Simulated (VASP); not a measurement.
# Ca (Cmcm) in VASP: density of states with PBE

Aim: the density of states of Ca with PBE.

Program: VASP 6.6.1. These are calculated values, not measurements. Logs are shortened: lines on timing, memory, paths and dates and some standing lists are left out, and cuts for length are marked.

### Step 1. The cell of the first run

Symmetry: Cmcm, No. 63, orthorhombic system. Conventional cell: a = 3.943 Å, b = 6.791 Å, c = 6.509 Å, α = 90.00°, β = 90.00°, γ = 90.00°. Within 5.2 Å of Ca (site symmetry m2m) lie 12 Ca at 3.93 to 3.98 Å.

### Step 2. Density of states, PBE

The input, POSCAR:

```
Ca
1.0
    1.9712759950     -3.3954901800      0.0000000000
    1.9712759950      3.3954901800      0.0000000000
    0.0000000000      0.0000000000      6.5091117400
Ca
2
Direct
    0.8355866000      0.1644134000      0.2500000000
    0.1644134000      0.8355866000      0.7500000000
```

The input, INCAR.step1:

```
SYSTEM = Ca
PREC = Accurate
ENCUT = 520
EDIFF = 1E-6
ISMEAR = 0
SIGMA = 0.05
LREAL = .FALSE.
LASPH = .TRUE.
NELM = 80
ALGO = Fast
ISIF = 2
LWAVE = .FALSE.
LCHARG = .TRUE.
GGA = PE
NBANDS = 17
```

The input, KPOINTS.step1:

```
regular mesh
0
G
  10 10 6
  0 0 0
```

The input, INCAR.step2:

```
SYSTEM = Ca
PREC = Accurate
ENCUT = 520
EDIFF = 1E-6
ISMEAR = -5
SIGMA = 0.05
LREAL = .FALSE.
LASPH = .TRUE.
NELM = 80
ALGO = Fast
ISIF = 2
LWAVE = .FALSE.
LCHARG = .FALSE.
GGA = PE
LORBIT = 11
NBANDS = 17
NEDOS = 1001
ICHARG = 11
```

The input, KPOINTS.step2:

```
regular mesh
0
G
  15 15 9
  0 0 0
```

Potentials or basis: VASP PAW PBE potentials, release 64 (Ca_sv).

Run with:

```bash
$ cat potpaw_PBE.64/Ca_sv/POTCAR > POTCAR
$ cp INCAR.step1 INCAR
$ cp KPOINTS.step1 KPOINTS
$ mpirun -np 1 vasp_std > vasp.out
$ cp INCAR.step2 INCAR
$ cp KPOINTS.step2 KPOINTS
$ mpirun -np 1 vasp_std > vasp.out
```

OUTCAR:

```text
SYSTEM = Ca
   PREC = Accurate
   ENCUT = 520
   EDIFF = 1E-6
   ISMEAR = -5
   LREAL = .FALSE.
   LASPH = .TRUE.
   NELM = 80
   ISIF = 2
   GGA = PE
   LORBIT = 11
   ICHARG = 11

 ion  position               nearest neighbor table
   1  0.836  0.164  0.250-
   2  0.164  0.836  0.750-

  LATTYP: Found a base centered orthorhombic cell.
 ALAT       =     3.9425519900
 B/A-ratio  =     1.7224834009
 C/A-ratio  =     1.6509894496

  Lattice vectors:

 A1 = (   1.9712759950,  -3.3954901800,   0.0000000000)
 A2 = (   1.9712759950,   3.3954901800,   0.0000000000)
 A3 = (   0.0000000000,   0.0000000000,   6.5091117400)

Analysis of symmetry for initial positions (statically):
=====================================================================
 Subroutine PRICEL returns:
 Original cell was already a primitive cell.

 Routine SETGRP: Setting up the symmetry group for a
 base centered orthorhombic supercell.

 Subroutine GETGRP returns: Found  8 space group operations
 (whereof  4 operations were pure point group operations)
 out of a pool of  8 trial point group operations.

The static configuration has the point symmetry C_2h.
 The point group associated with its full space group is D_2h.

Analysis of symmetry for dynamics (positions and initial velocities):
=====================================================================
 Subroutine PRICEL returns:
 Original cell was already a primitive cell.

 Routine SETGRP: Setting up the symmetry group for a
 base centered orthorhombic supercell.

 Subroutine GETGRP returns: Found  8 space group operations
 (whereof  4 operations were pure point group operations)
 out of a pool of  8 trial point group operations.

The dynamic configuration has the point symmetry C_2h.
 The point group associated with its full space group is D_2h.

 Subroutine INISYM returns: Found  8 space group operations
 (whereof  4 operations are pure point group operations),
 and found     1 'primitive' translations

----------------------------------------------------------------------------------------

                                     Primitive cell

  volume of cell :      87.1368

  direct lattice vectors                    reciprocal lattice vectors
     1.971275995 -3.395490180  0.000000000     0.253642819 -0.147254144  0.000000000
     1.971275995  3.395490180  0.000000000     0.253642819  0.147254144  0.000000000
     0.000000000  0.000000000  6.509111740     0.000000000  0.000000000  0.153630793

  length of vectors
[... 85 lines left out ...]
   LREAL  =      F    real-space projection
   EDIFFG = 0.1E-04   stopping-criterion for IOM
   NSW    =      0    number of steps for IOM
   IBRION =     -1    ionic relax: 0-MD 1-quasi-New 2-CG
   NFREE  =      0    steps in history (QN), initial steepest desc. (CG)
   ISIF   =      2    stress and relaxation
   ISYM   =      2    0-nonsym 1-usesym 2-fastsym
   POTIM  = 0.5000    time-step for ionic-motion
   TEBEG  =    0.0;   TEEND  =   0.0 temperature during run
   PSTRESS=    0.0 pullay stress
   NELECT =      20.0000    total number of electrons
   NUPDOWN=      -1.0000    fix difference up-down
   EMIN   =  10.00;   EMAX   =-10.00  energy-range for DOS
   EFERMI =   0.00;   METHOD = LEGACY
   ISMEAR =    -5;   SIGMA  =   0.05  broadening in eV -4-tet -1-fermi 0-gaus
   EFERMI_NEDOS =   21; number of points for ismear=-14 and -15
   IALGO  =     68    algorithm
   IMIX   =      4    mixing-type and parameters
     AMIX     =   0.40;   BMIX     =  1.00
     AMIX_MAG =   1.60;   BMIX_MAG =  1.00
  volume/ion in A,a.u.               =      43.57       294.01
  Fermi-wavevector in a.u.,A,eV,Ry     =   1.002346  1.894159 13.669737  1.004697
  Thomas-Fermi vector in A             =   2.134827
   LORBIT       =     11    0 simple, 1 ext, 2 COOP (PROOUT), +10 PAW based schemes
   GGA     = PE    functional components
   LHFCALC =     F    Hartree Fock is set to
   AEXX    =    0.0000 exact exchange contribution
   IVDW    =     0    specifies the selected vdW correction
   LEPSILON=     F    determine dielectric tensor
   LRPA    =     F    only Hartree local field effects (RPA)
 non-spin polarized calculation
 RMM-DIIS sequential band-by-band and
 Fermi weights with tetrahedron method with Bloechl corrections
  energy-cutoff  :      520.00
  volume of cell :       87.14
 maximum number of plane-waves:      2378
 NGX is ok and might be reduce to    30

 number of electron      20.0000001 magnetization

 Free energy of the ion-electron system (eV)
  ---------------------------------------------------
  ext. energy  EPLUGINS =         0.00000000
  ---------------------------------------------------
  free energy    TOTEN  =        -3.84947306 eV

  energy without entropy =       -3.84947306  energy(sigma->0) =       -3.84947306

 E-fermi :   1.8896     XC(G=0):  -7.6367

 val. band max:        1.9609355083   @ k =   0.3333   0.3333   0.4444
 cond. band min:       1.7847169613   @ k =   0.3333   0.3333   0.2222
 fundamental gap:     -0.1762185470
 Fermi energy:         1.8895647801

 k-point     1 :       0.0000    0.0000    0.0000
  band No.  band energies     occupation
      1     -40.2438      2.00000
      2     -40.2329      2.00000
      3     -21.2778      2.00000
      4     -21.1846      2.00000
      5     -21.1820      2.00000
      6     -21.1679      2.00000
[... 457 lines left out ...]
      4     -21.2360      2.00000
      5     -21.2293      2.00000
      6     -21.2028      2.00000
[... 9 lines left out ...]
     16       4.7179      0.00000
     17       5.0661      0.00000

 [... further k-points ...]
[... 5 lines left out ...]
  --------------------------------------------------------------------------------------
  -------------------------------------------------------------------------------------
  Total       -0.2964217     -0.1789872     -0.3491186      0.0000000      0.0000000      0.0000000
  in kB       -5.4502815     -3.2910239     -6.4192161      0.0000000      0.0000000      0.0000000
  external PRESSURE =      -5.0535072 kB  Pullay stress =       0.0000000 kB

 VOLUME and BASIS-vectors are now :
 -----------------------------------------------------------------------------
  energy-cutoff  :      520.00
  volume of cell :       87.14
      direct lattice vectors                 reciprocal lattice vectors
     1.971275995 -3.395490180  0.000000000     0.253642819 -0.147254144  0.000000000
     1.971275995  3.395490180  0.000000000     0.253642819  0.147254144  0.000000000
     0.000000000  0.000000000  6.509111740     0.000000000  0.000000000  0.153630793

 POSITION                                       TOTAL-FORCE (eV/Angst)
 -----------------------------------------------------------------------------------
      1.97128     -2.27896      1.62728         0.000000      0.017247      0.000000
      1.97128      2.27896      4.88183         0.000000     -0.017247     -0.000000
 -----------------------------------------------------------------------------------
    total drift:                                0.000000     -0.000000      0.000000

  FREE ENERGIE OF THE ION-ELECTRON SYSTEM (eV)
  ---------------------------------------------------
  free  energy   TOTEN  =        -3.8494730561 eV

  energy  without entropy=       -3.8494730561  energy(sigma->0) =       -3.84947306

 total charge

# of ion       s       p       d       tot
------------------------------------------
    1        2.085   5.830   0.154   8.069
    2        2.085   5.830   0.154   8.069
--------------------------------------------------
tot          4.170  11.661   0.308  16.138
```

OUTCAR.step1:

```text
SYSTEM = Ca
   PREC = Accurate
   ENCUT = 520
   EDIFF = 1E-6
   ISMEAR = 0
   LREAL = .FALSE.
   LASPH = .TRUE.
[... 707 lines left out ...]
      1.97128     -2.27896      1.62728         0.000000      0.015426     -0.000000
      1.97128      2.27896      4.88183         0.000000     -0.015426      0.000000
 -----------------------------------------------------------------------------------
    total drift:                                0.000000     -0.000000      0.000000

  FREE ENERGIE OF THE ION-ELECTRON SYSTEM (eV)
  ---------------------------------------------------
  free  energy   TOTEN  =        -3.8503818015 eV

  energy  without entropy=       -3.8462152406  energy(sigma->0) =       -3.84829852
```

OSZICAR.step1:

```text
N       E                     dE             d eps       ncg     rms          rms(c)
DAV:   1     0.169590710397E+03    0.16959E+03   -0.10094E+04  4224   0.105E+03
DAV:   2     0.537927304734E+01   -0.16421E+03   -0.16214E+03  4765   0.316E+02
DAV:   3    -0.355802736616E+01   -0.89373E+01   -0.88600E+01  8162   0.527E+01
DAV:   4    -0.385350173584E+01   -0.29547E+00   -0.29476E+00  5350   0.102E+01
DAV:   5    -0.386759057450E+01   -0.14089E-01   -0.14074E-01  7143   0.145E+00    0.310E+00
RMM:   6    -0.385355983722E+01    0.14031E-01   -0.20871E-02  4499   0.142E+00    0.193E+00
RMM:   7    -0.385064068447E+01    0.29192E-02   -0.47796E-02  4744   0.240E+00    0.155E-01
RMM:   8    -0.384994202866E+01    0.69866E-03   -0.10982E-02  5204   0.115E+00    0.350E-02
RMM:   9    -0.385026343407E+01   -0.32141E-03   -0.38592E-03  6549   0.555E-01    0.440E-02
RMM:  10    -0.385034395896E+01   -0.80525E-04   -0.90040E-04  6518   0.198E-01    0.430E-02
RMM:  11    -0.385036650805E+01   -0.22549E-04   -0.34407E-04  6611   0.140E-01    0.240E-02
RMM:  12    -0.385037717188E+01   -0.10664E-04   -0.11621E-04  6932   0.554E-02    0.263E-02
RMM:  13    -0.385039048315E+01   -0.13311E-04   -0.68433E-05  6578   0.641E-02    0.695E-02
RMM:  14    -0.385038047102E+01    0.10012E-04   -0.24296E-05  6150   0.433E-02    0.306E-02
RMM:  15    -0.385038119157E+01   -0.72056E-06   -0.19214E-05  6331   0.404E-02    0.286E-03
RMM:  16    -0.385038180153E+01   -0.60996E-06   -0.47139E-06  5268   0.141E-02
   1 F= -.38503818E+01 E0= -.38482985E+01  d E =-.416656E-02
```

It took 3.7 min on 1 thread of Intel Xeon 6975P-C (Granite Rapids), shared host; peak memory 0.49 GiB.

Results:

| Quantity | Value |
| --- | --- |
| Valence electrons inside the program's atomic spheres | Ca 8.07 |

Levels at points of the mesh, in eV from the Fermi level:
```csv
k point,band 6,band 7,band 8,band 9,band 10,band 11,band 12,band 13,band 14,band 15
"(0.00, 0.00, 0.00)",-23.06,-23.06,-23.05,-4.02,-1.08,-0.29,2.17,2.22,2.26,2.50
```

Caveat: tetrahedron occupations give inexact forces and stress in metals.
